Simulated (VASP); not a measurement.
Write the native input for VASP 6.6.1 that does the following.

| Item | Value |
| --- | --- |
| Task | single point |
| Functional | PBE |
| Potentials or basis | VASP PAW PBE potentials, release 64 (Pt) |
| Cutoff | 520 eV |
| k mesh | 22 × 22 × 22 |
| Occupations | gaussian, width 0.15 eV |
| Spin | no spin polarisation |
| Dipole correction | no |
| Further INCAR settings | ALGO = Fast; EDIFF = 1e-06; NBANDS = 11 |

The structure of Pt lies in POSCAR:

```
Pt
1.0
    0.0000000000      2.0615697847      1.7665591485
    2.0615697847      0.0000000000      1.7665591485
    2.0615697847      2.0615697847      0.0000000000
Pt
1
Direct
    0.0000000000      0.0000000000      0.0000000000
```

The input as run:

INCAR

```
PREC = Accurate ; ENCUT = 520
EDIFF = 1E-6 ; ISMEAR = 0
SIGMA = 0.15 ; LREAL = F
LASPH = T ; NELM = 80
ALGO = Fast ; ISIF = 2
LWAVE = F ; LCHARG = T
GGA = PE ; LELF = T
LVHAR = T ; NBANDS = 11
```

KPOINTS

```
regular mesh
0
Gamma
  22 22 22
```

Potentials or basis: VASP PAW PBE potentials, release 64 (Pt).

Launch:

```sh
$ cat potpaw_PBE.64/Pt/POTCAR > POTCAR
$ mpirun -np 1 vasp_std > vasp.out
```

It gave:

```
Pressure               : 12.4 GPa
Band gap on the k mesh : zero (bands 5 and 6 overlap by 2.72 eV)
```

Caveat: the stress differs along the axes, from 10 to 17 GPa; spin-orbit coupling is left out, which moves the levels of the heavy elements.

Wall time 89 s on 1 thread of Intel(R) Xeon(R) Platinum 8259CL CPU @ 2.50GHz (Skylake/Cascade Lake), with other jobs on the host, peak memory 0.25 GiB.
